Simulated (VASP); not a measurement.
# InP (Fm-3m) in VASP: further runs

Aim: see how the results for InP move with the level of theory and the settings. Levels: LDA, PBEsol, PBE. Tasks: single point.

All numbers are computed with VASP 6.6.1; they aren't measurements. Logs are shortened: lines on timing, memory, paths and dates and some standing lists are left out, and cuts for length are marked.

### Step 1. The cell of the first run

The structure is cubic, space group Fm-3m (No. 225). The conventional cell has a = 5.710 Å, b = 5.710 Å, c = 5.710 Å, α = 90.00°, β = 90.00°, γ = 90.00°. In (site symmetry m-3m) has 6 P at 2.85 Å within 3.8 Å. Within 3.8 Å of P (site symmetry m-3m) lie 6 In at 2.85 Å.

### Step 2. Single point, LDA

The input, INCAR:

```
SYSTEM = InP
ALGO     = Normal         ! electronic algorithm
EDIFF    = 1E-6           ! SCF threshold, eV
ENCUT    = 520            ! plane-wave cutoff, eV
GGA      = CA             ! functional
ISIF     = 2              ! what is computed and relaxed
ISMEAR   = -1             ! smearing method
LASPH    = .True.         ! aspherical terms in the spheres
LCHARG   = .False.        ! write CHGCAR
LREAL    = .False.        ! projectors in reciprocal space
LWAVE    = .False.        ! write WAVECAR
NBANDS   = 16             ! bands
NELM     = 80             ! most SCF steps
PREC     = Accurate       ! precision mode
SIGMA    = 0.03           ! smearing width, eV
```

The input, KPOINTS:

```
k-points
0
Gamma
  11 11 11
  0 0 0
```

The input, POSCAR:

```
InP
1.0
    0.0000000000      2.8550000000      2.8550000000
    2.8550000000      0.0000000000      2.8550000000
    2.8550000000      2.8550000000      0.0000000000
In P
1 1
Direct
    0.0000000000      0.0000000000      0.0000000000
    0.5000000000      0.5000000000      0.5000000000
```

Potentials or basis: VASP PAW LDA potentials, release 64 (In_d, P).

On the command line:

```sh
$ cat potpaw_LDA.64/In_d/POTCAR potpaw_LDA.64/P/POTCAR > POTCAR
$ mpirun -np 1 vasp_std > vasp.out
```

OUTCAR:

```text
SYSTEM = InP
   EDIFF = 1E-6
   ENCUT = 520
   GGA = CA
   ISIF = 2
   ISMEAR = -1
   LASPH = .True.
   LREAL = .False.
   NELM = 80
   PREC = Accurate

 ion  position               nearest neighbor table
   1  0.000  0.000  0.000-   2 2.85   2 2.85   2 2.85   2 2.85   2 2.85   2 2.85
   2  0.500  0.500  0.500-   1 2.85   1 2.85   1 2.85   1 2.85   1 2.85   1 2.85

  LATTYP: Found a face centered cubic cell.
 ALAT       =     5.7100000000

  Lattice vectors:

 A1 = (   0.0000000000,   2.8550000000,   2.8550000000)
 A2 = (   2.8550000000,   0.0000000000,   2.8550000000)
 A3 = (   2.8550000000,   2.8550000000,   0.0000000000)

Analysis of symmetry for initial positions (statically):
=====================================================================
 Subroutine PRICEL returns:
 Original cell was already a primitive cell.

 Routine SETGRP: Setting up the symmetry group for a
 face centered cubic supercell.

 Subroutine GETGRP returns: Found 48 space group operations
 (whereof 48 operations were pure point group operations)
 out of a pool of 48 trial point group operations.

The static configuration has the point symmetry O_h .

Analysis of symmetry for dynamics (positions and initial velocities):
=====================================================================
 Subroutine PRICEL returns:
 Original cell was already a primitive cell.

 Routine SETGRP: Setting up the symmetry group for a
 face centered cubic supercell.

 Subroutine GETGRP returns: Found 48 space group operations
 (whereof 48 operations were pure point group operations)
 out of a pool of 48 trial point group operations.

The dynamic configuration has the point symmetry O_h .

 Subroutine INISYM returns: Found 48 space group operations
 (whereof 48 operations are pure point group operations),
 and found     1 'primitive' translations

----------------------------------------------------------------------------------------

                                     Primitive cell

  volume of cell :      46.5424

  direct lattice vectors                    reciprocal lattice vectors
     0.000000000  2.855000000  2.855000000    -0.175131349  0.175131349  0.175131349
     2.855000000  0.000000000  2.855000000     0.175131349 -0.175131349  0.175131349
     2.855000000  2.855000000  0.000000000     0.175131349  0.175131349 -0.175131349

  length of vectors
     4.037579721  4.037579721  4.037579721     0.303336394  0.303336394  0.303336394

  position of ions in fractional coordinates (direct lattice)
     0.000000000  0.000000000  0.000000000
     0.500000000  0.500000000  0.500000000

  ion indices of the primitive-cell ions
   primitive index   ion index
                 1           1
                 2           2

----------------------------------------------------------------------------------------

 KPOINTS: k-points

Automatic generation of k-mesh.
 Grid dimensions read from file:
 generate k-points for:   11   11   11

 Generating k-lattice:

  Cartesian coordinates                     Fractional coordinates (reciprocal lattice)
    -0.015921032  0.015921032  0.015921032     0.090909091  0.000000000  0.000000000
     0.015921032 -0.015921032  0.015921032     0.000000000  0.090909091  0.000000000
     0.015921032  0.015921032 -0.015921032     0.000000000  0.000000000  0.090909091

  Length of vectors
     0.027576036  0.027576036  0.027576036

  Shift w.r.t. Gamma in fractional coordinates (k-lattice)
     0.000000000  0.000000000  0.000000000

 Subroutine IBZKPT returns following result:
 ===========================================

 Found     56 irreducible k-points:

 Following reciprocal coordinates:
            Coordinates               Weight
  0.000000  0.000000  0.000000      1.000000
  0.090909  0.000000  0.000000      8.000000
  0.181818  0.000000  0.000000      8.000000
  0.272727  0.000000  0.000000      8.000000
  0.363636  0.000000  0.000000      8.000000
  0.454545  0.000000  0.000000      8.000000
[... 16 lines left out ...]
 -0.272727  0.181818  0.000000     24.000000
 -0.181818  0.181818  0.000000     12.000000
 [... further k-points ...]
   k-points           NKPTS =     56   k-points in BZ     NKDIM =     56   number of bands    NBANDS=     16
   number of dos      NEDOS =    301   number of ions     NIONS =      2
   total plane-waves  NPLWV =  27000
   dimension x,y,z NGX =    30 NGY =   30 NGZ =   30
   dimension x,y,z NGXF=    60 NGYF=   60 NGZF=   60
   ions per type =               1   1
   NGX,Y,Z   is equivalent  to a cutoff of  12.35, 12.35, 12.35 a.u.
   NGXF,Y,Z  is equivalent  to a cutoff of  24.70, 24.70, 24.70 a.u.
 SYSTEM =  InP
   PREC   = accura    normal or accurate (medium, high low for compatibility)
   ISTART =      0    job   : 0-new  1-cont  2-samecut
   ICHARG =      2    charge: 1-file 2-atom 10-const
   ISPIN  =      1    spin polarized calculation?
   LNONCOLLINEAR =      F non collinear calculations
   LSORBIT =      F    spin-orbit coupling
   LASPH  =      T    aspherical Exc in radial PAW
   ENCUT  =  520.0 eV  38.22 Ry    6.18 a.u.   7.51  7.51  7.51*2*pi/ulx,y,z
   NELM   =     80;   NELMIN=  2; NELMDL= -5     # of ELM steps
   EDIFF  = 0.1E-05   stopping-criterion for ELM
   LREAL  =      F    real-space projection
   EDIFFG = 0.1E-04   stopping-criterion for IOM
   NSW    =      0    number of steps for IOM
   IBRION =     -1    ionic relax: 0-MD 1-quasi-New 2-CG
   NFREE  =      0    steps in history (QN), initial steepest desc. (CG)
   ISIF   =      2    stress and relaxation
   ISYM   =      2    0-nonsym 1-usesym 2-fastsym
   POTIM  = 0.5000    time-step for ionic-motion
   TEBEG  =    0.0;   TEEND  =   0.0 temperature during run
   PSTRESS=    0.0 pullay stress
   NELECT =      18.0000    total number of electrons
   NUPDOWN=      -1.0000    fix difference up-down
   EMIN   =  10.00;   EMAX   =-10.00  energy-range for DOS
   EFERMI =   0.00;   METHOD = LEGACY
   ISMEAR =    -1;   SIGMA  =   0.03  broadening in eV -4-tet -1-fermi 0-gaus
   EFERMI_NEDOS =   21; number of points for ismear=-14 and -15
   IALGO  =     38    algorithm
   IMIX   =      4    mixing-type and parameters
     AMIX     =   0.40;   BMIX     =  1.00
     AMIX_MAG =   1.60;   BMIX_MAG =  1.00
  volume/ion in A,a.u.               =      23.27       157.04
  Fermi-wavevector in a.u.,A,eV,Ry     =   1.192750  2.253971 19.356375  1.422653
  Thomas-Fermi vector in A             =   2.328781
   LORBIT       =      0    0 simple, 1 ext, 2 COOP (PROOUT), +10 PAW based schemes
   GGA     = CA    functional components
   LHFCALC =     F    Hartree Fock is set to
   AEXX    =    0.0000 exact exchange contribution
   IVDW    =     0    specifies the selected vdW correction
   LEPSILON=     F    determine dielectric tensor
   LRPA    =     F    only Hartree local field effects (RPA)
 non-spin polarized calculation
  energy-cutoff  :      520.00
  volume of cell :       46.54
 maximum number of plane-waves:      1273
 NGX is ok and might be reduce to    30
   NGX = 15   NGY = 15   NGZ = 15

 number of electron      17.9999993 magnetization

 Free energy of the ion-electron system (eV)
  ---------------------------------------------------
  ext. energy  EPLUGINS =         0.00000000
  ---------------------------------------------------
  free energy    TOTEN  =        -9.08926706 eV

  energy without entropy =       -9.08670569  energy(sigma->0) =       -9.08798637

 E-fermi :   5.7303     XC(G=0): -10.2287

 val. band max:        5.7249656458   @ k =  -0.4545   0.0909   0.0000
 cond. band min:       5.7709375070   @ k =  -0.0909   0.0909   0.0000
 fundamental gap:      0.0459718612
 Fermi energy:         5.7302914464

 k-point     1 :       0.0000    0.0000    0.0000
  band No.  band energies     occupation
      1      -8.2855      2.00000
      2      -8.2855      2.00000
      3      -8.2667      2.00000
      4      -8.2667      2.00000
      5      -8.2667      2.00000
      6      -5.6002      2.00000
[... 8 lines left out ...]
     15      13.5156      0.00000
     16      13.5156      0.00000

 k-point     2 :       0.0909    0.0000    0.0000
  band No.  band energies     occupation
      1      -8.2881      2.00000
      2      -8.2881      2.00000
      3      -8.2666      2.00000
      4      -8.2627      2.00000
      5      -8.2627      2.00000
      6      -5.5075      2.00000
[... 8 lines left out ...]
     15      13.2952      0.00000
     16      13.6562      0.00000

 k-point     3 :       0.1818    0.0000    0.0000
  band No.  band energies     occupation
      1      -8.2970      2.00000
      2      -8.2970      2.00000
      3      -8.2669      2.00000
      4      -8.2503      2.00000
      5      -8.2503      2.00000
      6      -5.2350      2.00000
[... 8 lines left out ...]
     15      13.7558      0.00000
     16      13.7558      0.00000

 k-point     4 :       0.2727    0.0000    0.0000
  band No.  band energies     occupation
      1      -8.3096      2.00000
      2      -8.3096      2.00000
      3      -8.2679      2.00000
      4      -8.2329      2.00000
      5      -8.2329      2.00000
      6      -4.8057      2.00000
[... 8 lines left out ...]
     15      14.5789      0.00000
     16      14.5789      0.00000
[... 324 lines left out ...]
 k-point    22 :      -0.3636    0.1818    0.0000
  band No.  band energies     occupation
      1      -8.3598      2.00000
      2      -8.3151      2.00000
      3      -8.2561      2.00000
      4      -8.2234      2.00000
      5      -8.2115      2.00000
      6      -3.6722      2.00000
[... 8 lines left out ...]
     15      15.4811      0.00000
     16      16.7422      0.00000

 k-point    23 :      -0.2727    0.1818    0.0000
  band No.  band energies     occupation
      1      -8.3382      2.00000
      2      -8.3158      2.00000
      3      -8.2583      2.00000
      4      -8.2259      2.00000
      5      -8.2249      2.00000
      6      -4.1492      2.00000
[... 8 lines left out ...]
     15      15.4948      0.00000
     16      17.6431      0.00000

 k-point    24 :      -0.1818    0.1818    0.0000
  band No.  band energies     occupation
      1      -8.3163      2.00000
      2      -8.3123      2.00000
      3      -8.2636      2.00000
      4      -8.2396      2.00000
      5      -8.2290      2.00000
      6      -4.6444      2.00000
[... 8 lines left out ...]
     15      15.2908      0.00000
     16      16.5053      0.00000

 [... further k-points ...]
[... 5 lines left out ...]
  --------------------------------------------------------------------------------------
  -------------------------------------------------------------------------------------
  Total       -2.8046777     -2.8046777     -2.8046777      0.0000000     -0.0000000      0.0000000
  in kB      -96.5484304    -96.5484304    -96.5484304      0.0000000     -0.0000000      0.0000000
  external PRESSURE =     -96.5484304 kB  Pullay stress =       0.0000000 kB

 VOLUME and BASIS-vectors are now :
 -----------------------------------------------------------------------------
  energy-cutoff  :      520.00
  volume of cell :       46.54
      direct lattice vectors                 reciprocal lattice vectors
     0.000000000  2.855000000  2.855000000    -0.175131349  0.175131349  0.175131349
     2.855000000  0.000000000  2.855000000     0.175131349 -0.175131349  0.175131349
     2.855000000  2.855000000  0.000000000     0.175131349  0.175131349 -0.175131349

 POSITION                                       TOTAL-FORCE (eV/Angst)
 -----------------------------------------------------------------------------------
      0.00000      0.00000      0.00000         0.000000      0.000000      0.000000
      2.85500      2.85500      2.85500         0.000000      0.000000     -0.000000
 -----------------------------------------------------------------------------------
    total drift:                               -0.000000      0.000000      0.000000

  FREE ENERGIE OF THE ION-ELECTRON SYSTEM (eV)
  ---------------------------------------------------
  free  energy   TOTEN  =        -9.0892670575 eV

  energy  without entropy=       -9.0867056883  energy(sigma->0) =       -9.08798637
```

It took 40 s on 1 thread of AMD EPYC 7R43 (Zen 3), shared host; peak memory 0.13 GiB.

What came out:

* Free energy: -9.0893 eV
* Pressure: -9.7 GPa
* Band gap on the k mesh: zero (band 9 reaches 6.07 eV, above the bottom of band 10 at 3.74 eV)

Caveat: spin-orbit coupling is left out, which moves the levels of the heavy elements.

### Step 3. Single point, PBEsol

The input, INCAR:

```
SYSTEM = InP
PREC = Accurate
ENCUT = 520
EDIFF = 1E-6
ISMEAR = -1
SIGMA = 0.03
LREAL = .FALSE.
LASPH = .TRUE.
NELM = 100
ALGO = Normal
ISIF = 2
LWAVE = .FALSE.
LCHARG = .FALSE.
GGA = PS
NBANDS = 16
```

The input, KPOINTS:

```
regular mesh
0
G
  11 11 11
  0 0 0
```

POSCAR is that of step 2.

Potentials or basis: VASP PAW PBE potentials, release 64 (In_d, P).

On the command line:

```sh
$ cat potpaw_PBE.64/In_d/POTCAR potpaw_PBE.64/P/POTCAR > POTCAR
$ mpirun -np 1 vasp_std > vasp.out
```

Wall time 62 s (1 thread of AMD EPYC 7R43 (Zen 3), shared host); peak memory 0.15 GiB.

Results (log left out):

```yaml
Free_energy: -8.6301 eV
Pressure: -8.2 GPa
Band_gap_on_the_k_mesh: zero (band 9 reaches 6.15 eV, above the bottom of band 10 at 3.82 eV)
```

Levels at points of the mesh, in eV from the Fermi level:
| k point | band 7 | band 8 | band 9 | band 10 | band 11 | band 12 |
| --- | --- | --- | --- | --- | --- | --- |
| (0.00, 0.00, 0.00) | -0.19 | -0.18 | -0.18 | -0.18 | 7.06 | 7.06 |

Caveat: the PAW data sets were made with another functional, which shifts forces and pressure a little; spin-orbit coupling is left out, which moves the levels of the heavy elements.

### Step 4. Single point, PBE

The input, INCAR:

```
SYSTEM = InP
  PREC = Accurate
  ENCUT = 520
  EDIFF = 1E-6
  ISMEAR = -1
  SIGMA = 0.03
  LREAL = .False.
  LASPH = .True.
  NELM = 60
  ALGO = Normal
  ISIF = 2
  LWAVE = .False.
  LCHARG = .False.
  GGA = PE
  NBANDS = 16
```

The input, KPOINTS:

```
regular mesh
0
Gamma
  11 11 11
  0 0 0
```

POSCAR is that of step 3.

On the command line:

```sh
$ cat potpaw_PBE.64/In_d/POTCAR potpaw_PBE.64/P/POTCAR > POTCAR
$ mpirun -np 1 vasp_std > vasp.out
```

It took 62 s on 1 thread of AMD EPYC 7R43 (Zen 3), shared host; peak memory 0.15 GiB.

The run converged. Its results:

```
Free energy            : -7.8474 eV
Pressure               : -5.4 GPa
Band gap on the k mesh : zero (band 9 reaches 6.24 eV, above the bottom of band 10 at 3.95 eV)
```

Levels at points of the mesh, in eV from the Fermi level:
```
           k point  band 7  band 8  band 9  band 10  band 11  band 12
(0.00, 0.00, 0.00)   -0.20   -0.20   -0.20    -0.15     7.10     7.10
```

Caveat: spin-orbit coupling is left out, which moves the levels of the heavy elements.

### Step 5. Single point, PBE, non-collinear spin, zero start, spin-orbit coupling

The input, INCAR:

```
  ALGO = Normal
  EDIFF = 1E-7
  ENCUT = 520
  GGA = PE
  GGA_COMPAT = F
  ISIF = 2
  ISMEAR = -1
  LASPH = T
  LCHARG = F
  LORBIT = 11
  LORBMOM = T
  LREAL = F
  LSORBIT = T
  LWAVE = F
  MAGMOM = 0 0 0 0 0 0
  NBANDS = 30
  NELM = 150
  PREC = Accurate
  SIGMA = 0.03
```

The input, KPOINTS:

```
k-points
0
Gamma
  11 11 11
```

POSCAR is that of step 4.

On the command line:

```sh
$ cat potpaw_PBE.64/In_d/POTCAR potpaw_PBE.64/P/POTCAR > POTCAR
$ mpirun -np 1 vasp_ncl > vasp.out
```

Wall time 4.3 min (1 thread of AMD EPYC 7R43 (Zen 3), shared host); peak memory 0.31 GiB.

It converged, with:

```
Free energy                                           : -7.8797 eV
Pressure                                              : -5.4 GPa
Net moment                                            : 0.00 μB per cell
Valence electrons inside the program's atomic spheres : In 11.25; P 2.43
```

Moments on the atoms (μB; x, y, z):
```
In  0.00 0.00 0.00
P   0.00 0.00 0.00
```

### Step 6. Overview

| level | potentials or basis | spin | gap on the mesh (eV) | pressure (GPa) |
| --- | --- | --- | --- | --- |
| LDA | VASP PAW LDA potentials, release 64 (In_d, P) | off | none | -9.7 |
| PBEsol | VASP PAW PBE potentials, release 64 (In_d, P) | off | none | -8.2 |
| PBE | VASP PAW PBE potentials, release 64 (In_d, P) | off | none | -5.4 |
| PBE | VASP PAW PBE potentials, release 64 (In_d, P) | non-collinear, zero start, SOC | - | -5.4 |

Alike in all rows: task single point; cell as given; k mesh 11 × 11 × 11; cutoff (eV) 520; smearing fermi-dirac 0.03 eV.

Caveats: spin-orbit coupling is left out, which moves the levels of the heavy elements (some runs); the PAW data sets were made with another functional, which shifts forces and pressure a little (some runs).

Total energies depend on the potentials used, so only differences within one code and one set of settings carry meaning.
